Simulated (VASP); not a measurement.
# Ti4HC in VASP: single point with PBEsol

Aim: the single point of Ti4HC with PBEsol.

Everything below comes from runs of VASP 6.6.1. Logs are shortened: lines on timing, memory, paths and dates and some standing lists are left out, and cuts for length are marked.

## (1) The cell of the first run

The cell holds a slab with vacuum, 6 atoms: a = 2.868 Å, b = 2.868 Å, c = 27.125 Å, α = 90.00°, β = 90.00°, γ = 120.00°.

## (2) Single point, PBEsol

The input, INCAR:

```
PREC = Accurate ; ENCUT = 520
EDIFF = 1E-7 ; ISMEAR = 0
SIGMA = 0.1 ; LREAL = False
LASPH = True ; NELM = 100
ALGO = Normal ; ISIF = 2
LWAVE = False ; LCHARG = True
LDIPOL = True ; IDIPOL = 3
DIPOL = 0.5 0.5 0.510 ; GGA = PS
LELF = True ; LVHAR = True
LVACPOTAV = True ; NBANDS = 36
```

The input, KPOINTS:

```
regular mesh
0
Gamma
  12 12 1
```

The input, POSCAR:

```
Ti4HC
1.0
    2.8679135959      0.0000000000      0.0000000000
   -1.4339567980      2.4836860299      0.0000000000
    0.0000000000      0.0000000000     27.1249249364
Ti C H
4 1 1
Direct
    0.6666666667      0.3333333333      0.3133649225
    0.3333333333      0.6666666667      0.3996929640
   -0.0019475801      0.0019475801      0.4850204992
    0.5858693495      0.4141306505      0.5757764228
    0.1030888272     -0.1030888272      0.6230083814
    0.1030462896     -0.1030462896      0.6634912062
```

Potentials or basis: VASP PAW PBE potentials, release 64 (Ti_sv, C, H).

Launch:

```console
cat potpaw_PBE.64/Ti_sv/POTCAR potpaw_PBE.64/C/POTCAR potpaw_PBE.64/H/POTCAR > POTCAR
mpirun -np 1 vasp_std > vasp.out
```

OUTCAR:

```text
PREC = Accurate
   ENCUT = 520
   EDIFF = 1E-7
   ISMEAR = 0
   LREAL = False
   LASPH = True
   NELM = 100
   ISIF = 2
   GGA = PS

 ion  position               nearest neighbor table
   1  0.667  0.333  0.313-   2 2.87   2 2.87   2 2.87
   2  0.333  0.667  0.400-   3 2.84   3 2.84   3 2.85   1 2.87   1 2.87   1 2.87
   3  0.998  0.002  0.485-   2 2.84   2 2.84   2 2.85   4 2.88   4 2.88
   4  0.586  0.414  0.576-   5 1.92   5 1.92   3 2.88   3 2.88
   5  0.103  0.897  0.623-   6 1.10   4 1.92   4 1.92
   6  0.103  0.897  0.663-   5 1.10

  LATTYP: Found a hexagonal cell.
 ALAT       =     2.8679135959
 C/A-ratio  =     9.4580690908

  Lattice vectors:

 A1 = (   2.8679135959,   0.0000000000,   0.0000000000)
 A2 = (  -1.4339567980,   2.4836860299,   0.0000000000)
 A3 = (   0.0000000000,   0.0000000000,  27.1249249364)

Analysis of symmetry for initial positions (statically):
=====================================================================
 Subroutine PRICEL returns:
 Original cell was already a primitive cell.

 Routine SETGRP: Setting up the symmetry group for a
 hexagonal supercell.

 Subroutine GETGRP returns: Found  2 space group operations
 (whereof  2 operations were pure point group operations)
 out of a pool of 24 trial point group operations.

The static configuration has the point symmetry C_1h.

Analysis of symmetry for dynamics (positions and initial velocities):
=====================================================================
 Subroutine PRICEL returns:
 Original cell was already a primitive cell.

 Routine SETGRP: Setting up the symmetry group for a
 hexagonal supercell.

 Subroutine GETGRP returns: Found  2 space group operations
 (whereof  2 operations were pure point group operations)
 out of a pool of 24 trial point group operations.

The dynamic configuration has the point symmetry C_1h.

 Subroutine INISYM returns: Found  2 space group operations
 (whereof  2 operations are pure point group operations),
 and found     1 'primitive' translations

----------------------------------------------------------------------------------------

                                     Primitive cell

  volume of cell :     193.2108

  direct lattice vectors                    reciprocal lattice vectors
     2.867913596  0.000000000  0.000000000     0.348685540  0.201313690  0.000000000
    -1.433956798  2.483686030  0.000000000     0.000000000  0.402627380  0.000000000
     0.000000000  0.000000000 27.124924936     0.000000000  0.000000000  0.036866461

  length of vectors
     2.867913596  2.867913596 27.124924936     0.402627380  0.402627380  0.036866461

  position of ions in fractional coordinates (direct lattice)
     0.666666667  0.333333333  0.313364922
     0.333333333  0.666666667  0.399692964
     0.998052420  0.001947580  0.485020499
     0.585869350  0.414130650  0.575776423
     0.103088827  0.896911173  0.623008381
     0.103046290  0.896953710  0.663491206

  ion indices of the primitive-cell ions
   primitive index   ion index
                 1           1
                 2           2
                 3           3
                 4           4
                 5           5
                 6           6

----------------------------------------------------------------------------------------

 KPOINTS: regular mesh

Automatic generation of k-mesh.
 Grid dimensions read from file:
 generate k-points for:   12   12    1

 Generating k-lattice:

  Cartesian coordinates                     Fractional coordinates (reciprocal lattice)
     0.029057128  0.016776141  0.000000000     0.083333333 -0.000000000  0.000000000
     0.000000000  0.033552282  0.000000000     0.000000000  0.083333333  0.000000000
     0.000000000  0.000000000  0.036866461     0.000000000  0.000000000  1.000000000

  Length of vectors
     0.033552282  0.033552282  0.036866461

  Shift w.r.t. Gamma in fractional coordinates (k-lattice)
     0.000000000  0.000000000  0.000000000

 Subroutine IBZKPT returns following result:
 ===========================================

 Found     43 irreducible k-points:

 Following reciprocal coordinates:
            Coordinates               Weight
  0.000000  0.000000  0.000000      1.000000
  0.083333  0.000000  0.000000      4.000000
 -0.083333  0.083333  0.000000      2.000000
  0.166667 -0.000000  0.000000      4.000000
 -0.166667  0.166667  0.000000      2.000000
  0.250000  0.000000  0.000000      4.000000
[... 16 lines left out ...]
 -0.083333  0.416667  0.000000      4.000000
 -0.416667  0.333333  0.000000      4.000000
 [... further k-points ...]
   k-points           NKPTS =     43   k-points in BZ     NKDIM =     43   number of bands    NBANDS=     36
   number of dos      NEDOS =    301   number of ions     NIONS =      6
   total plane-waves  NPLWV = 120960
   dimension x,y,z NGX =    24 NGY =   24 NGZ =  210
   dimension x,y,z NGXF=    48 NGYF=   48 NGZF=  420
   ions per type =               4   1   1
   NGX,Y,Z   is equivalent  to a cutoff of  13.91, 13.91, 12.87 a.u.
   NGXF,Y,Z  is equivalent  to a cutoff of  27.82, 27.82, 25.74 a.u.
 SYSTEM =  unknown system
   PREC   = accura    normal or accurate (medium, high low for compatibility)
   ISTART =      0    job   : 0-new  1-cont  2-samecut
   ICHARG =      2    charge: 1-file 2-atom 10-const
   ISPIN  =      1    spin polarized calculation?
   LNONCOLLINEAR =      F non collinear calculations
   LSORBIT =      F    spin-orbit coupling
   LASPH  =      T    aspherical Exc in radial PAW
   ENCUT  =  520.0 eV  38.22 Ry    6.18 a.u.   5.33  5.33 50.43*2*pi/ulx,y,z
   NELM   =    100;   NELMIN=  2; NELMDL= -5     # of ELM steps
   EDIFF  = 0.1E-06   stopping-criterion for ELM
   LREAL  =      F    real-space projection
   EDIFFG = 0.1E-05   stopping-criterion for IOM
   NSW    =      0    number of steps for IOM
   IBRION =     -1    ionic relax: 0-MD 1-quasi-New 2-CG
   NFREE  =      0    steps in history (QN), initial steepest desc. (CG)
   ISIF   =      2    stress and relaxation
   ISYM   =      2    0-nonsym 1-usesym 2-fastsym
   POTIM  = 0.5000    time-step for ionic-motion
   TEBEG  =    0.0;   TEEND  =   0.0 temperature during run
   PSTRESS=    0.0 pullay stress
   NELECT =      53.0000    total number of electrons
   NUPDOWN=      -1.0000    fix difference up-down
   EMIN   =  10.00;   EMAX   =-10.00  energy-range for DOS
   EFERMI =   0.00;   METHOD = LEGACY
   ISMEAR =     0;   SIGMA  =   0.10  broadening in eV -4-tet -1-fermi 0-gaus
   EFERMI_NEDOS =   21; number of points for ismear=-14 and -15
   IALGO  =     38    algorithm
   IMIX   =      4    mixing-type and parameters
     AMIX     =   0.40;   BMIX     =  1.00
     AMIX_MAG =   1.60;   BMIX_MAG =  1.00
  volume/ion in A,a.u.               =      32.20       217.31
  Fermi-wavevector in a.u.,A,eV,Ry     =   1.063709  2.010119 15.394690  1.131478
  Thomas-Fermi vector in A             =   2.199203
   LORBIT       =      0    0 simple, 1 ext, 2 COOP (PROOUT), +10 PAW based schemes
   GGA     = PS    functional components
   LHFCALC =     F    Hartree Fock is set to
   AEXX    =    0.0000 exact exchange contribution
   IVDW    =     0    specifies the selected vdW correction
   LEPSILON=     F    determine dielectric tensor
   LRPA    =     F    only Hartree local field effects (RPA)
 non-spin polarized calculation
 Gauss-broadening in eV      SIGMA  =   0.10
  energy-cutoff  :      520.00
  volume of cell :      193.21
 maximum number of plane-waves:      5273
 NGX is ok and might be reduce to    24
   NGX = 11   NGY = 11   NGZ =101

 dipolmoment           0.000000      0.000000      1.087071 electrons x Angstroem

 number of electron      53.0000006 magnetization

 dipolmoment           0.000000      0.000000     -0.028214 electrons x Angstroem

 Free energy of the ion-electron system (eV)
  ---------------------------------------------------
  ext. energy  EPLUGINS =         0.00000000
  ---------------------------------------------------
  free energy    TOTEN  =       -43.84006184 eV

  energy without entropy =      -43.80353619  energy(sigma->0) =      -43.82179902

 E-fermi :   0.5822     XC(G=0):  -5.3539

 val. band max:        0.5736437630   @ k =   0.4167   0.3333   0.0000
 cond. band min:       0.5983247001   @ k =  -0.2500   0.1667   0.0000
 fundamental gap:      0.0246809371
 Fermi energy:         0.5821735223

 k-point     1 :       0.0000    0.0000    0.0000
  band No.  band energies     occupation
      1     -55.9951      2.00000
      2     -55.7643      2.00000
      3     -55.6828      2.00000
      4     -55.2368      2.00000
      5     -32.4884      2.00000
      6     -32.2358      2.00000
[... 28 lines left out ...]
     35       2.1636      0.00000
     36       2.9825      0.00000

 k-point     2 :       0.0833    0.0000    0.0000
  band No.  band energies     occupation
      1     -55.9884      2.00000
      2     -55.7569      2.00000
      3     -55.6775      2.00000
      4     -55.2299      2.00000
      5     -32.4764      2.00000
      6     -32.2317      2.00000
[... 28 lines left out ...]
     35       2.1779      0.00000
     36       2.9508      0.00000

 k-point     3 :      -0.0833    0.0833    0.0000
  band No.  band energies     occupation
      1     -55.9884      2.00000
      2     -55.7569      2.00000
      3     -55.6775      2.00000
      4     -55.2302      2.00000
      5     -32.4766      2.00000
      6     -32.2323      2.00000
[... 28 lines left out ...]
     35       2.2898      0.00000
     36       2.8773      0.00000
[... 742 lines left out ...]
 k-point    23 :      -0.0833    0.4167    0.0000
  band No.  band energies     occupation
      1     -55.9064      2.00000
      2     -55.6621      2.00000
      3     -55.6181      2.00000
      4     -55.1458      2.00000
      5     -32.5319      2.00000
      6     -32.3861      2.00000
[... 28 lines left out ...]
     35       3.5946      0.00000
     36       3.6896      0.00000

 k-point    24 :      -0.4167    0.3333    0.0000
  band No.  band energies     occupation
      1     -55.9064      2.00000
      2     -55.6626      2.00000
      3     -55.6182      2.00000
      4     -55.1493      2.00000
      5     -32.5255      2.00000
      6     -32.3870      2.00000
[... 28 lines left out ...]
     35       3.5332      0.00000
     36       3.6343      0.00000

 [... further k-points ...]

------------------------ aborting loop because EDIFF is reached ----------------------------------------

  FORCE on cell =-STRESS in cart. coord.  units (eV):
  Direction    XX          YY          ZZ          XY          YZ          ZX
  --------------------------------------------------------------------------------------
  -------------------------------------------------------------------------------------
  Total       -0.3376356      3.4762600     -1.1205498      3.3029305      0.0121121     -0.0209787
  in kB       -2.7998030     28.8264748     -9.2920266     27.3891600      0.1004384     -0.1739635
  external PRESSURE =       5.5782151 kB  Pullay stress =       0.0000000 kB

 VOLUME and BASIS-vectors are now :
 -----------------------------------------------------------------------------
  energy-cutoff  :      520.00
  volume of cell :      193.21
      direct lattice vectors                 reciprocal lattice vectors
     2.867913596  0.000000000  0.000000000     0.348685540  0.201313690  0.000000000
    -1.433956798  2.483686030  0.000000000     0.000000000  0.402627380  0.000000000
     0.000000000  0.000000000 27.124924936     0.000000000  0.000000000  0.036866461

 POSITION                                       TOTAL-FORCE (eV/Angst)
 -----------------------------------------------------------------------------------
      1.43396      0.82790      8.50000         0.008459     -0.004884      0.469918
     -0.00000      1.65579     10.84164        -0.009361      0.005405     -0.457168
      2.85954      0.00484     13.15614         0.001608     -0.000928     -0.002823
      1.08638      1.02857     15.61789         0.004226     -0.002440     -0.035886
     -0.99048      2.22765     16.89906        -0.009231      0.005329     -0.013644
     -0.99067      2.22775     17.99715         0.004299     -0.002482      0.039603
 -----------------------------------------------------------------------------------
    total drift:                                0.000064     -0.000037     -0.000198

  FREE ENERGIE OF THE ION-ELECTRON SYSTEM (eV)
  ---------------------------------------------------
  free  energy   TOTEN  =       -43.8400618409 eV

  energy  without entropy=      -43.8035361919  energy(sigma->0) =      -43.82179902

 vacuum level on the upper side and lower side of the slab         4.561         5.277
```

Wall time 10 min (1 thread of AMD EPYC 9R45 (Zen 5), shared host); peak memory 0.46 GiB.

What came out:

* Free energy: -43.8401 eV
* Largest force: 0.470 eV/Å
* Band gap on the k mesh: zero (an odd number of electrons rules out a gap without spin polarisation)

Forces on the atoms (eV/Å):
```
Ti   0.008 -0.005  0.470
Ti  -0.009  0.005 -0.457
Ti   0.002 -0.001 -0.003
Ti   0.004 -0.002 -0.036
C   -0.009  0.005 -0.014
H    0.004 -0.002  0.040
```

Caveat: the PAW data sets were made with another functional, which shifts forces and pressure a little.
